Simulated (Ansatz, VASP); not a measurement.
## Ga: VASP beside Ansatz

```xyz
4
Lattice="2.2319 -3.7932 0.0000 2.2319 3.7932 0.0000 0.0000 0.0000 4.5346" Properties=species:S:1:pos:R:3 pbc="T T T"
Ga    2.2319   -2.6115    0.3881
Ga    2.2319   -1.1817    2.6554
Ga    2.2319    2.6115    4.1466
Ga    2.2319    1.1817    1.8792
```

Alike in both runs: task single point; functional r2SCAN; k mesh 8 × 8 × 7; occupations fermi-dirac, width 0.6 eV; no spin polarisation.

```csv
,VASP,Ansatz
version,VASP 6.6.1,Ansatz 0.2.0
potentials or method,"VASP PAW PBE potentials, release 64 (Ga_d), cutoff 520 eV","plane waves (500 eV) with PAW, scalar-relativistic"
valence electrons in the cell,52,52
```

VASP gave:

* pressure (GPa): 2.1
* traceless stress, the component that is largest in VASP (GPa): 0.54

Problem. Which values does Ansatz return?

Solution. Pressure (GPa): 2.0; traceless stress, the component that is largest in VASP (GPa): 0.50.

VASP's potentials were made for PBE, not for r2SCAN. With one functional, cell and mesh, what is left measures potentials, basis and numerics.
